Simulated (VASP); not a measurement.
# Ta: single point with PBE

The system is Ta.

```
Ta
1.0
    -1.75076    1.65948    1.65948
     1.75076   -1.65948    1.65948
     1.75076    1.65948   -1.65948
Ta
1
Cartesian
  0.0000 0.0000 0.0000
```

This cell differs from its parent crystal: normal strain along x +0.0550, normal strain along z +0.0000.

```yaml
Program: VASP 6.6.1
Task: single point
Functional: PBE
Potentials_or_basis: VASP PAW PBE potentials, release 64 (Ta_pv)
Cutoff: 520 eV
k_mesh: 18 × 18 × 18
Occupations: gaussian, width 0.15 eV
Spin: no spin polarisation
```

```json
{
 "Pressure": "-9.1 GPa",
 "Band gap on the k mesh": "zero (an odd number of electrons rules out a gap without spin polarisation)"
}
```

Stress tensor (GPa, compression positive):
```
-12.09   0.00   0.00
  0.00  -7.55   0.00
  0.00   0.00  -7.55
```

Levels at points of the mesh, in eV from the Fermi level:
| k point | band 3 | band 4 | band 5 | band 6 | band 7 | band 8 | band 9 | band 10 |
| --- | --- | --- | --- | --- | --- | --- | --- | --- |
| (0.00, 0.00, 0.00) | -33.36 | -7.67 | 0.53 | 0.53 | 1.13 | 3.31 | 4.12 | 14.10 |
| (0.50, 0.00, 0.00) | -33.39 | -4.07 | -1.78 | 1.53 | 4.13 | 4.82 | 7.21 | 10.85 |
| (0.00, 0.50, 0.00) | -33.36 | -4.12 | -1.14 | 1.18 | 3.16 | 4.57 | 7.04 | 10.52 |
| (0.50, 0.50, 0.50) | -33.98 | -3.51 | -3.36 | 6.15 | 6.34 | 6.34 | 7.16 | 8.50 |

It took 2.4 min on 1 thread of Intel Xeon 8259CL (shared host), peak memory 0.23 GiB.

Caveat: the cell differs from its parent crystal (normal strain along x +0.0550, normal strain along z +0.0000); the cell stands under tension; spin-orbit coupling is left out, which moves the levels of the heavy elements.
